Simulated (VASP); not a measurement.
A run of VASP 6.6.1:

The input INCAR:

```
SYSTEM = TlPt
PREC = Accurate
ENCUT = 520
EDIFF = 1E-6
ISMEAR = -1
SIGMA = 0.05
LREAL = .FALSE.
LASPH = .TRUE.
NELM = 60
ALGO = Fast
ISIF = 2
LWAVE = .FALSE.
LCHARG = .FALSE.
GGA = PE
NBANDS = 44
```

File KPOINTS:

```
Automatic mesh
0
G
  6 6 6
  0 0 0
```

POSCAR

```
TlPt
1.0
    5.6050000000      0.0000000000      0.0000000000
   -2.8025000000      4.8540723882      0.0000000000
    0.0000000000      0.0000000000      4.6390000000
Tl Pt
3 3
Direct
    0.0000000000      0.5000000000      0.0000000000
    0.5000000000      0.5000000000      0.0000000000
    0.5000000000      0.0000000000      0.0000000000
    0.6666666667      0.3333333333      0.5000000000
    0.3333333333      0.6666666667      0.5000000000
    0.0000000000      0.0000000000      0.0000000000
```

Potentials or basis: VASP PAW PBE potentials, release 64 (Tl_d, Pt).

Command:

```console
$ cat potpaw_PBE.64/Tl_d/POTCAR potpaw_PBE.64/Pt/POTCAR > POTCAR
$ mpirun -np 1 vasp_std > vasp.out
```

Hardware: 1 thread of Intel(R) Xeon(R) Platinum 8488C (Sapphire Rapids) (shared host).

Task: How long does it take, and how much memory?

Result: Wall time 110 s on 1 thread of Intel(R) Xeon(R) Platinum 8488C (Sapphire Rapids) (shared host), peak memory 0.31 GiB. Counts: scf iterations 13, k points 28.
